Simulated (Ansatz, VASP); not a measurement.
GaH2: VASP beside Ansatz

INCAR

```
SYSTEM = GaH2
PREC = Accurate ; ENCUT = 600
EDIFF = 1E-7 ; ISMEAR = 0
SIGMA = 0.1 ; LREAL = .FALSE.
LASPH = .TRUE. ; NELM = 100
ALGO = Fast ; ISIF = 3
LWAVE = .FALSE. ; LCHARG = .FALSE.
GGA = PE ; IBRION = 2
NSW = 100 ; EDIFFG = -0.01
```

The input KPOINTS:

```
regular mesh
0
G
  18 18 14
  0 0 0
```

File POSCAR:

```
GaH2
1.0
    3.1001631935      0.0000000000      0.0000000000
   -1.5500815968      2.6848200815      0.0000000000
    0.0000000000      0.0000000000      3.3473522853
Ga H
1 2
Direct
    0.0000000000      0.0000000000      0.0000000000
    0.3333333333      0.6666666667      0.5000000000
    0.6666666667      0.3333333333      0.5000000000
```

Input for Ansatz:

```yaml
crystal:
  lattice:
    - [3.1001631935, 0.0, 0.0]
    - [-1.5500815968, 2.6848200815, 0.0]
    - [0.0, 0.0, 3.3473522853]
  atoms:
    - { symbol: Ga, position: [0.0, 0.0, 0.0] }
    - { symbol: H, position: [0.3333333333, 0.6666666667, 0.5] }
    - { symbol: H, position: [0.6666666667, 0.3333333333, 0.5] }
basis:
  ecutwfc: 420
kpoints:
  mp_grid: { grid: [18, 18, 14] }
hamiltonian:
  xc: pbe
scf:
  occupations: { method: gaussian, width: 0.1 }
output:
  forces: true
  stress: true
  eigenvalues: true
relax:
  adjacent_minimum: "off"
  f_tol: 0.01
  max_steps: 80
  cell: { stress_tol: 0.05 }
```

Alike in both runs: task relaxation of cell and atoms; functional PBE; k mesh 18 × 18 × 14; occupations gaussian, width 0.1 eV; no spin polarisation.

```csv
,VASP,Ansatz
version,VASP 6.6.1,Ansatz 0.2.0
potentials or method,"VASP PAW PBE potentials, release 64 (Ga_d, H), cutoff 600 eV","scalar-relativistic, plane waves, PAW"
valence electrons in the cell,15,15
```

```tsv
	VASP	Ansatz	Ansatz less VASP
gap on the k mesh at the Fermi level, each at its own relaxed structure (eV)	none	none	-
relaxed volume (Å³/atom)	8.41	8.36	-0.050
relaxed length of the cell vector where the two differ most in proportion (Å)	3.254	3.172	-0.0819
```

A gap of «none» marks a metal or a gap that the smearing closes.
